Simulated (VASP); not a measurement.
A run of VASP 6.6.1 is set up as follows.

Contents of INCAR:

```
  PREC = Accurate
  ENCUT = 520
  EDIFF = 1E-6
  ISMEAR = 0
  SIGMA = 0.01
  LREAL = F
  LASPH = T
  NELM = 150
  ALGO = Normal
  ISIF = 2
  LWAVE = F
  LCHARG = F
  MAGMOM = 0 0 0 0 0 0 0 0 0 0 0 0
  LORBIT = 11
  LSORBIT = T
  GGA_COMPAT = F
  LORBMOM = T
  GGA = PE
  NBANDS = 54
```

Contents of KPOINTS:

```
regular mesh
0
Gamma
  1 1 1
```

The input POSCAR:

```
TlF
1.0
   11.7900000000      0.0000000000      0.0000000000
    0.0000000000      9.0000000000      0.0000000000
    0.0000000000      0.0000000000     12.6900000000
Tl F
2 2
Direct
    0.4998541100      0.5000000000      0.6457793500
    0.4998541100      0.5000000000      0.3546099300
    0.6180288400      0.5000000000      0.5001946400
    0.3816793900      0.5000000000      0.5001946400
```

Potentials or basis: VASP PAW PBE potentials, release 64 (Tl_d, F).

Run with:

```bash
$ cat potpaw_PBE.64/Tl_d/POTCAR potpaw_PBE.64/F/POTCAR > POTCAR
$ mpirun -np 1 vasp_ncl > vasp.out
```

(1) What does it give for the largest force?

(2) Estimate the net moment.

Results:

(1) 0.256 eV/Å.

(2) 0.00 μB per cell.
